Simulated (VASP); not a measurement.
# MgO (R-3m) in VASP: single point with r2SCAN

Aim: the single point of MgO with r2SCAN.

Program: VASP 6.6.1. These are calculated values, not measurements. Logs are shortened: lines on timing, memory, paths and dates and some standing lists are left out, and cuts for length are marked.

### 1 The cell of the first run

The structure is trigonal, space group R-3m (No. 166). The conventional cell has a = 2.973 Å, b = 2.973 Å, c = 7.391 Å, α = 90.00°, β = 90.00°, γ = 120.00°. Mg (site symmetry -3m) has 6 O at 2.11 Å within 2.8 Å. Within 2.8 Å of O (site symmetry -3m) lie 6 Mg at 2.11 Å.

### 2 Single point, r2SCAN (strain along [111] +1.5%)

Contents of POSCAR:

```
MgO
1.0
    0.0210216742      2.1231890908      2.1231890908
    2.1231890908      0.0210216742      2.1231890908
    2.1231890908      2.1231890908      0.0210216742
Mg O
1 1
Direct
    0.0000000000      0.0000000000      0.0000000000
    0.5000000000      0.5000000000      0.5000000000
```

Contents of INCAR.step1:

```
SYSTEM = MgO
PREC = Accurate ; ENCUT = 920
ISMEAR = 0 ; SIGMA = 0.01
LREAL = .False. ; LASPH = .True.
NELM = 120 ; NBANDS = 15
GGA = PE ; ALGO = Normal
EDIFF = 1E-5 ; LWAVE = .True.
LCHARG = .False. ; GGA_COMPAT = .False.
```

Contents of INCAR.step2:

```
SYSTEM = MgO
PREC = Accurate ; ENCUT = 920
EDIFF = 1E-6 ; ISMEAR = 0
SIGMA = 0.01 ; LREAL = .False.
LASPH = .True. ; NELM = 120
ALGO = Normal ; ISIF = 2
LWAVE = .False. ; LCHARG = .False.
METAGGA = R2SCAN ; LMIXTAU = .True.
NBANDS = 15 ; ISTART = 1
GGA_COMPAT = .False.
```

Contents of KPOINTS:

```
regular mesh
0
Gamma
  10 10 10
  0 0 0
```

Potentials or basis: VASP PAW PBE potentials, release 64 (Mg_sv, O).

Run with:

```bash
$ cat potpaw_PBE.64/Mg_sv/POTCAR potpaw_PBE.64/O/POTCAR > POTCAR
$ cp INCAR.step1 INCAR
$ mpirun -np 1 vasp_std > vasp.out
$ cp INCAR.step2 INCAR
$ mpirun -np 1 vasp_std > vasp.out
```

OUTCAR:

```text
SYSTEM = MgO
   PREC = Accurate
   ENCUT = 920
   EDIFF = 1E-6
   ISMEAR = 0
   LREAL = .False.
   LASPH = .True.
   NELM = 120
   ISIF = 2
   METAGGA = R2SCAN
   ISTART = 1

 ion  position               nearest neighbor table
   1  0.000  0.000  0.000-   2 2.11   2 2.11   2 2.11   2 2.11   2 2.11   2 2.11
   2  0.500  0.500  0.500-   1 2.11   1 2.11   1 2.11   1 2.11   1 2.11   1 2.11

  LATTYP: Found a trigonal (rhomboedric) cell.
 ALAT       =     3.0027163938
 COS(alpha) =     0.5098759986

  Lattice vectors:

 A1 = (   0.0210216742,   2.1231890908,   2.1231890908)
 A2 = (   2.1231890908,   0.0210216742,   2.1231890908)
 A3 = (   2.1231890908,   2.1231890908,   0.0210216742)

Analysis of symmetry for initial positions (statically):
=====================================================================
 Subroutine PRICEL returns:
 Original cell was already a primitive cell.

 Routine SETGRP: Setting up the symmetry group for a
 trigonal (rhombohedral) supercell.

 Subroutine GETGRP returns: Found 12 space group operations
 (whereof 12 operations were pure point group operations)
 out of a pool of 12 trial point group operations.

The static configuration has the point symmetry D_3d.

Analysis of symmetry for dynamics (positions and initial velocities):
=====================================================================
 Subroutine PRICEL returns:
 Original cell was already a primitive cell.

 Routine SETGRP: Setting up the symmetry group for a
 trigonal (rhombohedral) supercell.

 Subroutine GETGRP returns: Found 12 space group operations
 (whereof 12 operations were pure point group operations)
 out of a pool of 12 trial point group operations.

The dynamic configuration has the point symmetry D_3d.

 Subroutine INISYM returns: Found 12 space group operations
 (whereof 12 operations are pure point group operations),
 and found     1 'primitive' translations

----------------------------------------------------------------------------------------

                                     Primitive cell

  volume of cell :      18.8581

  direct lattice vectors                    reciprocal lattice vectors
     0.021021674  2.123189091  2.123189091    -0.239021426  0.236678079  0.236678079
     2.123189091  0.021021674  2.123189091     0.236678079 -0.239021426  0.236678079
     2.123189091  2.123189091  0.021021674     0.236678079  0.236678079 -0.239021426

  length of vectors
     3.002716394  3.002716394  3.002716394     0.411295840  0.411295840  0.411295840

  position of ions in fractional coordinates (direct lattice)
     0.000000000  0.000000000  0.000000000
     0.500000000  0.500000000  0.500000000

  ion indices of the primitive-cell ions
   primitive index   ion index
                 1           1
                 2           2

----------------------------------------------------------------------------------------

 KPOINTS: regular mesh

Automatic generation of k-mesh.
 Grid dimensions read from file:
 generate k-points for:   10   10   10

 Generating k-lattice:

  Cartesian coordinates                     Fractional coordinates (reciprocal lattice)
    -0.023902143  0.023667808  0.023667808     0.100000000  0.000000000  0.000000000
     0.023667808 -0.023902143  0.023667808     0.000000000  0.100000000  0.000000000
     0.023667808  0.023667808 -0.023902143     0.000000000  0.000000000  0.100000000

  Length of vectors
     0.041129584  0.041129584  0.041129584

  Shift w.r.t. Gamma in fractional coordinates (k-lattice)
     0.000000000  0.000000000  0.000000000

 Subroutine IBZKPT returns following result:
 ===========================================

 Found    116 irreducible k-points:

 Following reciprocal coordinates:
            Coordinates               Weight
  0.000000  0.000000  0.000000      1.000000
  0.100000  0.000000  0.000000      6.000000
  0.200000  0.000000  0.000000      6.000000
  0.300000  0.000000 -0.000000      6.000000
  0.400000 -0.000000 -0.000000      6.000000
  0.500000  0.000000 -0.000000      3.000000
[... 16 lines left out ...]
  0.300000  0.300000 -0.000000      6.000000
  0.400000  0.300000 -0.000000     12.000000
 [... further k-points ...]
   k-points           NKPTS =    116   k-points in BZ     NKDIM =    116   number of bands    NBANDS=     15
   number of dos      NEDOS =    301   number of ions     NIONS =      2
   total plane-waves  NPLWV =  27000
   dimension x,y,z NGX =    30 NGY =   30 NGZ =   30
   dimension x,y,z NGXF=    60 NGYF=   60 NGZF=   60
   ions per type =               1   1
   NGX,Y,Z   is equivalent  to a cutoff of  16.61, 16.61, 16.61 a.u.
   NGXF,Y,Z  is equivalent  to a cutoff of  33.22, 33.22, 33.22 a.u.
 SYSTEM =  MgO
   PREC   = accura    normal or accurate (medium, high low for compatibility)
   ISTART =      1    job   : 0-new  1-cont  2-samecut
   ICHARG =      0    charge: 1-file 2-atom 10-const
   ISPIN  =      1    spin polarized calculation?
   LNONCOLLINEAR =      F non collinear calculations
   LSORBIT =      F    spin-orbit coupling
   LASPH  =      T    aspherical Exc in radial PAW
   ENCUT  =  920.0 eV  67.62 Ry    8.22 a.u.   7.43  7.43  7.43*2*pi/ulx,y,z
   NELM   =    120;   NELMIN=  2; NELMDL=  0     # of ELM steps
   EDIFF  = 0.1E-05   stopping-criterion for ELM
   LREAL  =      F    real-space projection
   EDIFFG = 0.1E-04   stopping-criterion for IOM
   NSW    =      0    number of steps for IOM
   IBRION =     -1    ionic relax: 0-MD 1-quasi-New 2-CG
   NFREE  =      0    steps in history (QN), initial steepest desc. (CG)
   ISIF   =      2    stress and relaxation
   ISYM   =      2    0-nonsym 1-usesym 2-fastsym
   POTIM  = 0.5000    time-step for ionic-motion
   TEBEG  =    0.0;   TEEND  =   0.0 temperature during run
   PSTRESS=    0.0 pullay stress
   NELECT =      16.0000    total number of electrons
   NUPDOWN=      -1.0000    fix difference up-down
   EMIN   =  10.00;   EMAX   =-10.00  energy-range for DOS
   EFERMI =   0.00;   METHOD = LEGACY
   ISMEAR =     0;   SIGMA  =   0.01  broadening in eV -4-tet -1-fermi 0-gaus
   EFERMI_NEDOS =   21; number of points for ismear=-14 and -15
   IALGO  =     38    algorithm
   IMIX   =      4    mixing-type and parameters
     AMIX     =   0.40;   BMIX     =  1.00
     AMIX_MAG =   1.60;   BMIX_MAG =  1.00
  volume/ion in A,a.u.               =       9.43        63.63
  Fermi-wavevector in a.u.,A,eV,Ry     =   1.549823  2.928741 32.680543  2.401952
  Thomas-Fermi vector in A             =   2.654575
   LORBIT       =      0    0 simple, 1 ext, 2 COOP (PROOUT), +10 PAW based schemes
   METAGGA = R2SCAN    functional components
   LHFCALC =     F    Hartree Fock is set to
   AEXX    =    0.0000 exact exchange contribution
   IVDW    =     0    specifies the selected vdW correction
   LEPSILON=     F    determine dielectric tensor
   LRPA    =     F    only Hartree local field effects (RPA)
 non-spin polarized calculation
 Gauss-broadening in eV      SIGMA  =   0.01
  energy-cutoff  :      920.00
  volume of cell :       18.86
 maximum number of plane-waves:      1243
 NGX is ok and might be reduce to    30
   NGX = 15   NGY = 15   NGZ = 15

 number of electron      15.9999996 magnetization

 Free energy of the ion-electron system (eV)
  ---------------------------------------------------
  ext. energy  EPLUGINS =         0.00000000
  ---------------------------------------------------
  free energy    TOTEN  =       -16.15124003 eV

  energy without entropy =      -16.15124003  energy(sigma->0) =      -16.15124003

 E-fermi :   2.6422     XC(G=0): -11.9894

 val. band max:        2.4796472831   @ k =   0.0000   0.0000   0.0000
 cond. band min:       7.9888258344   @ k =   0.0000   0.0000   0.0000
 fundamental gap:      5.5091785513
 Fermi energy:         2.6422277369

 k-point     1 :       0.0000    0.0000    0.0000
  band No.  band energies     occupation
      1     -72.5682      2.00000
      2     -37.6574      2.00000
      3     -37.6574      2.00000
      4     -37.6509      2.00000
      5     -15.6989      2.00000
      6       2.3652      2.00000
      7       2.4796      2.00000
      8       2.4796      2.00000
      9       7.9888      0.00000
     10      18.9602      0.00000
     11      19.3952      0.00000
     12      19.3952      0.00000
     13      23.3194      0.00000
     14      25.1527      0.00000
     15      25.1527      0.00000

 k-point     2 :       0.1000    0.0000    0.0000
  band No.  band energies     occupation
      1     -72.5673      2.00000
      2     -37.6651      2.00000
      3     -37.6583      2.00000
      4     -37.6520      2.00000
      5     -15.5930      2.00000
      6       1.8412      2.00000
      7       2.3114      2.00000
      8       2.4092      2.00000
      9       8.6018      0.00000
     10      18.0566      0.00000
     11      19.2732      0.00000
     12      19.6395      0.00000
     13      24.3806      0.00000
     14      24.4803      0.00000
     15      25.0356      0.00000

 k-point     3 :       0.2000    0.0000    0.0000
  band No.  band energies     occupation
      1     -72.5652      2.00000
      2     -37.6858      2.00000
      3     -37.6605      2.00000
      4     -37.6540      2.00000
      5     -15.3035      2.00000
      6       0.5397      2.00000
      7       2.1364      2.00000
      8       2.2304      2.00000
      9       9.8097      0.00000
     10      16.5268      0.00000
     11      19.8072      0.00000
     12      20.1202      0.00000
     13      23.6204      0.00000
     14      23.8511      0.00000
     15      26.1052      0.00000
[... 343 lines left out ...]
 k-point    23 :       0.3000    0.3000   -0.0000
  band No.  band energies     occupation
      1     -72.5612      2.00000
      2     -37.7027      2.00000
      3     -37.6747      2.00000
      4     -37.6702      2.00000
      5     -14.7430      2.00000
      6      -0.6653      2.00000
      7       1.4494      2.00000
      8       1.5572      2.00000
      9      12.2105      0.00000
     10      13.8118      0.00000
     11      18.0369      0.00000
     12      21.4761      0.00000
     13      21.6970      0.00000
     14      27.8806      0.00000
     15      31.2814      0.00000

 k-point    24 :       0.4000    0.3000   -0.0000
  band No.  band energies     occupation
      1     -72.5597      2.00000
      2     -37.7127      2.00000
      3     -37.6801      2.00000
      4     -37.6729      2.00000
      5     -14.5106      2.00000
      6      -1.0838      2.00000
      7       1.1903      2.00000
      8       1.2995      2.00000
      9      12.9044      0.00000
     10      13.6381      0.00000
     11      17.1823      0.00000
     12      21.7585      0.00000
     13      22.1826      0.00000
     14      28.6489      0.00000
     15      30.7932      0.00000

 [... further k-points ...]
[... 5 lines left out ...]
  --------------------------------------------------------------------------------------
  -------------------------------------------------------------------------------------
  Total       -0.2246131     -0.2246131     -0.2246131     -0.1806903     -0.1806903     -0.1806903
  in kB      -19.0830455    -19.0830455    -19.0830455    -15.3513835    -15.3513835    -15.3513835
  external PRESSURE =     -19.0830455 kB  Pullay stress =       0.0000000 kB

 VOLUME and BASIS-vectors are now :
 -----------------------------------------------------------------------------
  energy-cutoff  :      920.00
  volume of cell :       18.86
      direct lattice vectors                 reciprocal lattice vectors
     0.021021674  2.123189091  2.123189091    -0.239021426  0.236678079  0.236678079
     2.123189091  0.021021674  2.123189091     0.236678079 -0.239021426  0.236678079
     2.123189091  2.123189091  0.021021674     0.236678079  0.236678079 -0.239021426

 POSITION                                       TOTAL-FORCE (eV/Angst)
 -----------------------------------------------------------------------------------
      0.00000      0.00000      0.00000        -0.000000      0.000000      0.000000
      2.13370      2.13370      2.13370         0.000000     -0.000000     -0.000000
 -----------------------------------------------------------------------------------
    total drift:                                0.000000      0.000000      0.000000

  FREE ENERGIE OF THE ION-ELECTRON SYSTEM (eV)
  ---------------------------------------------------
  free  energy   TOTEN  =       -16.1512400344 eV

  energy  without entropy=      -16.1512400344  energy(sigma->0) =      -16.15124003
```

Wall time 5 min (1 thread of Intel Xeon Platinum 8488C (Sapphire Rapids), shared host); peak memory 0.21 GiB.

What came out:

- Free energy: -16.1512 eV
- Pressure: -1.9 GPa
- Band gap on the k mesh: 5.51 eV

Levels at points of the mesh, in eV from the valence-band top:
| k point | band 5 | band 6 | band 7 | band 8 | band 9 | band 10 | band 11 | band 12 |
| --- | --- | --- | --- | --- | --- | --- | --- | --- |
| (0.00, 0.00, 0.00) | -18.18 | -0.11 | 0.00 | 0.00 | 5.51 | 16.48 | 16.92 | 16.92 |
| (0.50, 0.00, 0.00) | -16.91 | -4.58 | -0.76 | -0.68 | 8.69 | 13.74 | 17.21 | 17.40 |
| (0.50, 0.50, 0.00) | -16.72 | -4.07 | -1.45 | -1.33 | 9.98 | 11.03 | 14.17 | 20.17 |
| (0.50, 0.50, 0.50) | -16.96 | -4.65 | -0.64 | -0.64 | 8.83 | 13.52 | 17.59 | 17.59 |

Caveat: the cell differs from its parent crystal (strain along [111] +1.5%); the PAW data sets were made with another functional, which shifts forces and pressure a little.
